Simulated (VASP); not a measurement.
# MgS (Fm-3m) in VASP: a series of runs

Runs on MgS. Level: r2SCAN. Tasks: single point.

Everything below comes from runs of VASP 6.6.1. Logs are shortened: lines on timing, memory, paths and dates and some standing lists are left out, and cuts for length are marked.

## Step 1: The cell of the first run

Symmetry: Fm-3m, No. 225, cubic system. The conventional cell has a = 4.964 Å, b = 4.964 Å, c = 4.964 Å, α = 90.00°, β = 90.00°, γ = 90.00°. Within 3.3 Å of Mg (site symmetry m-3m) lie 6 S at 2.48 Å. S (site symmetry m-3m) has 6 Mg at 2.48 Å within 3.3 Å.

## Step 2: Single point, r2SCAN

File POSCAR:

```
MgS
1.0
    2.4817635141      2.4817635141      0.0000000000
   -2.4817635141      2.4817635141      0.0000000000
    0.0000000000      2.4817635141      2.4817635141
Mg S
1 1
Direct
    0.0000000000      0.0000000000      0.0000000000
    0.5000000000      0.5000000000      0.0000000000
```

File INCAR.step1:

```
SYSTEM = MgS
PREC = Accurate ; ENCUT = 520
ISMEAR = 0 ; SIGMA = 0.01
LREAL = .False. ; LASPH = .True.
NELM = 100 ; NBANDS = 11
GGA = PE ; ALGO = Normal
EDIFF = 1E-4 ; LWAVE = .True.
LCHARG = .False.
```

File INCAR.step2:

```
SYSTEM = MgS
PREC = Accurate ; ENCUT = 520
EDIFF = 1E-6 ; ISMEAR = 0
SIGMA = 0.01 ; LREAL = .False.
LASPH = .True. ; NELM = 100
ALGO = Normal ; ISIF = 2
LWAVE = .False. ; LCHARG = .False.
METAGGA = R2SCAN ; LMIXTAU = .True.
NBANDS = 11 ; ISTART = 1
```

File KPOINTS:

```
regular mesh
0
Gamma
  8 8 8
  0 0 0
```

Potentials or basis: VASP PAW PBE potentials, release 64 (Mg, S).

Command:

```
$ cat potpaw_PBE.64/Mg/POTCAR potpaw_PBE.64/S/POTCAR > POTCAR
$ cp INCAR.step1 INCAR
$ mpirun -np 1 vasp_std > vasp.out
$ cp INCAR.step2 INCAR
$ mpirun -np 1 vasp_std > vasp.out
```

OUTCAR:

```text
SYSTEM = MgS
   PREC = Accurate
   ENCUT = 520
   EDIFF = 1E-6
   ISMEAR = 0
   LREAL = .False.
   LASPH = .True.
   NELM = 100
   ISIF = 2
   METAGGA = R2SCAN
   ISTART = 1

 ion  position               nearest neighbor table
   1  0.000  0.000  0.000-   2 2.48   2 2.48   2 2.48   2 2.48   2 2.48   2 2.48
   2  0.500  0.500  0.000-   1 2.48   1 2.48   1 2.48   1 2.48   1 2.48   1 2.48

  LATTYP: Found a face centered cubic cell.
 ALAT       =     4.9635270282

  Lattice vectors:

 A1 = (   0.0000000000,   2.4817635141,   2.4817635141)
 A2 = (   2.4817635141,   0.0000000000,   2.4817635141)
 A3 = (   2.4817635141,   2.4817635141,   0.0000000000)

Analysis of symmetry for initial positions (statically):
=====================================================================
 Subroutine PRICEL returns:
 Original cell was already a primitive cell.

 Routine SETGRP: Setting up the symmetry group for a
 face centered cubic supercell.

 Subroutine GETGRP returns: Found 48 space group operations
 (whereof 48 operations were pure point group operations)
 out of a pool of 48 trial point group operations.

The static configuration has the point symmetry O_h .

Analysis of symmetry for dynamics (positions and initial velocities):
=====================================================================
 Subroutine PRICEL returns:
 Original cell was already a primitive cell.

 Routine SETGRP: Setting up the symmetry group for a
 face centered cubic supercell.

 Subroutine GETGRP returns: Found 48 space group operations
 (whereof 48 operations were pure point group operations)
 out of a pool of 48 trial point group operations.

The dynamic configuration has the point symmetry O_h .

 Subroutine INISYM returns: Found 48 space group operations
 (whereof 48 operations are pure point group operations),
 and found     1 'primitive' translations

----------------------------------------------------------------------------------------

                                     Primitive cell

  volume of cell :      30.5711

  direct lattice vectors                    reciprocal lattice vectors
     2.481763514  2.481763514  0.000000000     0.201469639  0.201469639 -0.201469639
    -2.481763514  2.481763514  0.000000000    -0.201469639  0.201469639 -0.201469639
     0.000000000  2.481763514  2.481763514     0.000000000  0.000000000  0.402939279

  length of vectors
     3.509743620  3.509743620  3.509743620     0.348955651  0.348955651  0.402939279

  position of ions in fractional coordinates (direct lattice)
     0.000000000  0.000000000  0.000000000
     0.500000000  0.500000000  0.000000000

  ion indices of the primitive-cell ions
   primitive index   ion index
                 1           1
                 2           2

----------------------------------------------------------------------------------------

 KPOINTS: regular mesh

Automatic generation of k-mesh.
 Grid dimensions read from file:
 generate k-points for:    8    8    8

 Generating k-lattice:

  Cartesian coordinates                     Fractional coordinates (reciprocal lattice)
     0.025183705  0.025183705 -0.025183705     0.125000000  0.000000000  0.000000000
    -0.025183705  0.025183705 -0.025183705     0.000000000  0.125000000  0.000000000
     0.000000000  0.000000000  0.050367410     0.000000000  0.000000000  0.125000000

  Length of vectors
     0.043619456  0.043619456  0.050367410

  Shift w.r.t. Gamma in fractional coordinates (k-lattice)
     0.000000000  0.000000000  0.000000000

 Subroutine IBZKPT returns following result:
 ===========================================

 Found     29 irreducible k-points:

 Following reciprocal coordinates:
            Coordinates               Weight
  0.000000  0.000000  0.000000      1.000000
  0.125000  0.000000  0.000000      8.000000
  0.250000  0.000000  0.000000      8.000000
  0.375000  0.000000  0.000000      8.000000
  0.500000  0.000000  0.000000      4.000000
  0.125000  0.125000  0.000000     12.000000
[... 16 lines left out ...]
  0.375000  0.250000  0.125000     48.000000
  0.500000  0.250000  0.125000     24.000000
 [... further k-points ...]
   k-points           NKPTS =     29   k-points in BZ     NKDIM =     29   number of bands    NBANDS=     11
   number of dos      NEDOS =    301   number of ions     NIONS =      2
   total plane-waves  NPLWV =  21952
   dimension x,y,z NGX =    28 NGY =   28 NGZ =   28
   dimension x,y,z NGXF=    56 NGYF=   56 NGZF=   56
   ions per type =               1   1
   NGX,Y,Z   is equivalent  to a cutoff of  13.26, 13.26, 13.26 a.u.
   NGXF,Y,Z  is equivalent  to a cutoff of  26.53, 26.53, 26.53 a.u.
 SYSTEM =  MgS
   PREC   = accura    normal or accurate (medium, high low for compatibility)
   ISTART =      1    job   : 0-new  1-cont  2-samecut
   ICHARG =      0    charge: 1-file 2-atom 10-const
   ISPIN  =      1    spin polarized calculation?
   LNONCOLLINEAR =      F non collinear calculations
   LSORBIT =      F    spin-orbit coupling
   LASPH  =      T    aspherical Exc in radial PAW
   ENCUT  =  520.0 eV  38.22 Ry    6.18 a.u.   6.53  6.53  6.53*2*pi/ulx,y,z
   NELM   =    100;   NELMIN=  2; NELMDL=  0     # of ELM steps
   EDIFF  = 0.1E-05   stopping-criterion for ELM
   LREAL  =      F    real-space projection
   EDIFFG = 0.1E-04   stopping-criterion for IOM
   NSW    =      0    number of steps for IOM
   IBRION =     -1    ionic relax: 0-MD 1-quasi-New 2-CG
   NFREE  =      0    steps in history (QN), initial steepest desc. (CG)
   ISIF   =      2    stress and relaxation
   ISYM   =      2    0-nonsym 1-usesym 2-fastsym
   POTIM  = 0.5000    time-step for ionic-motion
   TEBEG  =    0.0;   TEEND  =   0.0 temperature during run
   PSTRESS=    0.0 pullay stress
   NELECT =       8.0000    total number of electrons
   NUPDOWN=      -1.0000    fix difference up-down
   EMIN   =  10.00;   EMAX   =-10.00  energy-range for DOS
   EFERMI =   0.00;   METHOD = LEGACY
   ISMEAR =     0;   SIGMA  =   0.01  broadening in eV -4-tet -1-fermi 0-gaus
   EFERMI_NEDOS =   21; number of points for ismear=-14 and -15
   IALGO  =     38    algorithm
   IMIX   =      4    mixing-type and parameters
     AMIX     =   0.40;   BMIX     =  1.00
     AMIX_MAG =   1.60;   BMIX_MAG =  1.00
  volume/ion in A,a.u.               =      15.29       103.15
  Fermi-wavevector in a.u.,A,eV,Ry     =   1.047131  1.978791 14.918567  1.096484
  Thomas-Fermi vector in A             =   2.181998
   LORBIT       =      0    0 simple, 1 ext, 2 COOP (PROOUT), +10 PAW based schemes
   METAGGA = R2SCAN    functional components
   LHFCALC =     F    Hartree Fock is set to
   AEXX    =    0.0000 exact exchange contribution
   IVDW    =     0    specifies the selected vdW correction
   LEPSILON=     F    determine dielectric tensor
   LRPA    =     F    only Hartree local field effects (RPA)
 non-spin polarized calculation
 Gauss-broadening in eV      SIGMA  =   0.01
  energy-cutoff  :      520.00
  volume of cell :       30.57
 maximum number of plane-waves:       869
 NGX is ok and might be reduce to    28
   NGX = 13   NGY = 13   NGZ = 13

 number of electron       8.0000001 magnetization

 Free energy of the ion-electron system (eV)
  ---------------------------------------------------
  ext. energy  EPLUGINS =         0.00000000
  ---------------------------------------------------
  free energy    TOTEN  =       -15.33121591 eV

  energy without entropy =      -15.33121591  energy(sigma->0) =      -15.33121591

 E-fermi :   4.9575     XC(G=0): -10.7335

 val. band max:        4.8590475243   @ k =   0.0000   0.0000   0.0000
 cond. band min:       8.5844913580   @ k =   0.5000   0.5000   0.0000
 fundamental gap:      3.7254438337
 Fermi energy:         4.9574776995

 k-point     1 :       0.0000    0.0000    0.0000
  band No.  band energies     occupation
      1      -9.2395      2.00000
      2       4.8590      2.00000
      3       4.8590      2.00000
      4       4.8590      2.00000
      5      10.7766      0.00000
      6      13.2414      0.00000
      7      13.2414      0.00000
      8      13.2414      0.00000
      9      15.9330      0.00000
     10      15.9330      0.00000
     11      18.7647      0.00000

 k-point     2 :       0.1250    0.0000    0.0000
  band No.  band energies     occupation
      1      -9.0473      2.00000
      2       3.7295      2.00000
      3       4.7173      2.00000
      4       4.7173      2.00000
      5      11.3792      0.00000
      6      13.2017      0.00000
      7      13.5737      0.00000
      8      13.5738      0.00000
      9      15.4360      0.00000
     10      15.4360      0.00000
     11      19.6746      0.00000

 k-point     3 :       0.2500    0.0000    0.0000
  band No.  band energies     occupation
      1      -8.5193      2.00000
      2       1.6628      2.00000
      3       4.4126      2.00000
      4       4.4126      2.00000
      5      11.0009      0.00000
      6      13.3918      0.00000
      7      13.3918      0.00000
      8      15.0150      0.00000
      9      16.0730      0.00000
     10      16.0730      0.00000
     11      18.8928      0.00000

 k-point     4 :       0.3750    0.0000    0.0000
  band No.  band energies     occupation
      1      -7.8520      2.00000
      2      -0.1150      2.00000
      3       4.1483      2.00000
      4       4.1483      2.00000
      5      10.4597      0.00000
      6      12.7489      0.00000
      7      12.7489      0.00000
      8      17.3652      0.00000
      9      18.2418      0.00000
     10      18.2967      0.00000
     11      18.2968      0.00000

 k-point     5 :       0.5000    0.0000    0.0000
  band No.  band energies     occupation
      1      -7.5059      2.00000
      2      -0.8528      2.00000
      3       4.0479      2.00000
      4       4.0479      2.00000
      5      10.2687      0.00000
      6      12.4981      0.00000
      7      12.4981      0.00000
      8      17.6546      0.00000
      9      19.1293      0.00000
     10      20.5216      0.00000
     11      20.5216      0.00000
[... 211 lines left out ...]
 k-point    21 :       0.5000    0.5000    0.0000
  band No.  band energies     occupation
      1      -6.9960      2.00000
      2      -0.2303      2.00000
      3       2.7766      2.00000
      4       2.7766      2.00000
      5       8.5845      0.00000
      6       9.2818      0.00000
      7      18.7591      0.00000
      8      19.5522      0.00000
      9      20.9988      0.00000
     10      20.9988      0.00000
     11      22.1149      0.00000

 k-point    22 :       0.2500    0.2500    0.1250
  band No.  band energies     occupation
      1      -8.0988      2.00000
      2       1.3573      2.00000
      3       3.0293      2.00000
      4       3.9727      2.00000
      5      11.7973      0.00000
      6      11.9324      0.00000
      7      13.2143      0.00000
      8      15.5368      0.00000
      9      15.9958      0.00000
     10      19.3849      0.00000
     11      22.1562      0.00000

 k-point    23 :       0.3750    0.2500    0.1250
  band No.  band energies     occupation
      1      -7.5248      2.00000
      2       0.2680      2.00000
      3       2.3879      2.00000
      4       3.5863      2.00000
      5      11.4511      0.00000
      6      12.1738      0.00000
      7      13.6878      0.00000
      8      15.3046      0.00000
      9      18.0834      0.00000
     10      21.2073      0.00000
     11      22.0676      0.00000

 k-point    24 :       0.5000    0.2500    0.1250
  band No.  band energies     occupation
      1      -7.2393      2.00000
      2      -0.2600      2.00000
      3       2.2235      2.00000
      4       3.3948      2.00000
      5      11.3705      0.00000
      6      11.9043      0.00000
      7      14.4064      0.00000
      8      15.7514      0.00000
      9      18.6068      0.00000
     10      20.6776      0.00000
     11      22.3337      0.00000

 [... further k-points ...]

------------------------ aborting loop because EDIFF is reached ----------------------------------------

  FORCE on cell =-STRESS in cart. coord.  units (eV):
  Direction    XX          YY          ZZ          XY          YZ          ZX
  --------------------------------------------------------------------------------------
  -------------------------------------------------------------------------------------
  Total        2.7588969      2.7588969      2.7588969      0.0000000      0.0000000      0.0000000
  in kB      144.5888727    144.5888727    144.5888727      0.0000000      0.0000000      0.0000000
  external PRESSURE =     144.5888727 kB  Pullay stress =       0.0000000 kB

 VOLUME and BASIS-vectors are now :
 -----------------------------------------------------------------------------
  energy-cutoff  :      520.00
  volume of cell :       30.57
      direct lattice vectors                 reciprocal lattice vectors
     2.481763514  2.481763514  0.000000000     0.201469639  0.201469639 -0.201469639
    -2.481763514  2.481763514  0.000000000    -0.201469639  0.201469639 -0.201469639
     0.000000000  2.481763514  2.481763514     0.000000000  0.000000000  0.402939279

 POSITION                                       TOTAL-FORCE (eV/Angst)
 -----------------------------------------------------------------------------------
      0.00000      0.00000      0.00000         0.000000      0.000000      0.000000
      0.00000      2.48176      0.00000         0.000000     -0.000000      0.000000
 -----------------------------------------------------------------------------------
    total drift:                               -0.000000      0.000000     -0.000000

  FREE ENERGIE OF THE ION-ELECTRON SYSTEM (eV)
  ---------------------------------------------------
  free  energy   TOTEN  =       -15.3312159056 eV

  energy  without entropy=      -15.3312159056  energy(sigma->0) =      -15.33121591
```

Wall time 26 s (1 thread of Intel Xeon 6975P-C (Granite Rapids), shared host); peak memory 0.16 GiB.

What came out:

```
Free energy            : -15.3312 eV
Pressure               : 14.5 GPa
Band gap on the k mesh : 3.73 eV, indirect (least direct gap 5.81 eV)
```

Caveat: the PAW data sets were made with another functional, which shifts forces and pressure a little. A k mesh can miss the band edges.

## Step 3: Single point, r2SCAN

This run uses another cell than the first one, of 15.90 Å³/atom, 1.040 times its volume.

File POSCAR:

```
MgS
1.0
    2.5145486802      2.5145486802      0.0000000000
   -2.5145486802      2.5145486802      0.0000000000
    0.0000000000      2.5145486802      2.5145486802
Mg S
1 1
Direct
    0.0000000000      0.0000000000      0.0000000000
    0.5000000000      0.5000000000      0.0000000000
```

File INCAR.step1:

```
SYSTEM = MgS
  PREC = Accurate
  ENCUT = 520
  ISMEAR = 0
  SIGMA = 0.01
  LREAL = .FALSE.
  LASPH = .TRUE.
  NELM = 60
  NBANDS = 11
  GGA = PE
  ALGO = Normal
  EDIFF = 1E-4
  LWAVE = .TRUE.
  LCHARG = .FALSE.
```

File INCAR.step2:

```
SYSTEM = MgS
  PREC = Accurate
  ENCUT = 520
  EDIFF = 1E-7
  ISMEAR = 0
  SIGMA = 0.01
  LREAL = .FALSE.
  LASPH = .TRUE.
  NELM = 60
  ALGO = Normal
  ISIF = 2
  LWAVE = .FALSE.
  LCHARG = .TRUE.
  METAGGA = R2SCAN
  LMIXTAU = .TRUE.
  LELF = .TRUE.
  LVHAR = .TRUE.
  NBANDS = 11
  ISTART = 1
```

File KPOINTS:

```
regular mesh
0
G
  8 8 8
  0 0 0
```

Potentials or basis: VASP PAW PBE potentials, release 64 (Mg, S).

Command:

```
$ cat potpaw_PBE.64/Mg/POTCAR potpaw_PBE.64/S/POTCAR > POTCAR
$ cp INCAR.step1 INCAR
$ mpirun -np 1 vasp_std > vasp.out
$ cp INCAR.step2 INCAR
$ mpirun -np 1 vasp_std > vasp.out
```

Wall time 28 s (1 thread of Intel Xeon 6975P-C (Granite Rapids), shared host); peak memory 0.16 GiB.

The run converged. Its results:

```
Free energy            : -15.4226 eV
Pressure               : 9.5 GPa
Band gap on the k mesh : 3.65 eV, indirect (least direct gap 5.53 eV)
```

Levels at points of the mesh, in eV from the valence-band top:
```tsv
k point	band 1	band 2	band 3	band 4	band 5	band 6	band 7	band 8
(0.00, 0.00, 0.00)	-13.83	0.00	0.00	0.00	5.53	8.43	8.43	8.43
(0.50, 0.00, 0.00)	-12.21	-5.47	-0.75	-0.75	5.36	7.61	7.61	12.39
(0.50, 0.50, 0.00)	-11.74	-4.85	-1.98	-1.98	3.65	4.58	13.79	14.25
```

Caveat: the PAW data sets were made with another functional, which shifts forces and pressure a little.

## Step 4: Single point, r2SCAN

This run uses another cell than the first one, of 15.90 Å³/atom, 1.040 times its volume.

POSCAR is that of step 3.

File INCAR.step1:

```
  PREC = Accurate
  ENCUT = 520
  ISMEAR = 0
  SIGMA = 0.01
  LREAL = False
  LASPH = True
  NELM = 100
  NBANDS = 11
  GGA = PE
  ALGO = Normal
  EDIFF = 1E-4
  LWAVE = True
  LCHARG = False
```

File INCAR.step2:

```
  PREC = Accurate
  ENCUT = 520
  EDIFF = 1E-7
  ISMEAR = 0
  SIGMA = 0.01
  LREAL = False
  LASPH = True
  NELM = 100
  ALGO = Normal
  ISIF = 2
  LWAVE = False
  LCHARG = False
  METAGGA = R2SCAN
  LMIXTAU = True
  NBANDS = 11
  ISTART = 1
```

File KPOINTS:

```
Automatic mesh
0
Gamma
  8 8 8
```

Command:

```
$ cat potpaw_PBE.64/Mg/POTCAR potpaw_PBE.64/S/POTCAR > POTCAR
$ cp INCAR.step1 INCAR
$ mpirun -np 1 vasp_std > vasp.out
$ cp INCAR.step2 INCAR
$ mpirun -np 1 vasp_std > vasp.out
```

Run time: 28 s. Hardware: 1 thread of Intel Xeon 6975P-C (Granite Rapids), shared host; peak memory 0.16 GiB.

The run converged. Its results:

- Free energy: -15.4226 eV
- Pressure: 9.5 GPa
- Band gap on the k mesh: 3.65 eV, indirect (least direct gap 5.53 eV)

Levels at points of the mesh, in eV from the valence-band top:
```
           k point  band 1  band 2  band 3  band 4  band 5  band 6  band 7  band 8  band 9
(0.00, 0.00, 0.00)  -13.83    0.00    0.00    0.00    5.53    8.43    8.43    8.43   11.04
(0.50, 0.00, 0.00)  -12.21   -5.47   -0.75   -0.75    5.36    7.61    7.61   12.39   13.94
(0.50, 0.50, 0.00)  -11.74   -4.85   -1.98   -1.98    3.65    4.58   13.79   14.25   15.68
```

Caveat: the PAW data sets were made with another functional, which shifts forces and pressure a little. A k mesh can miss the band edges.
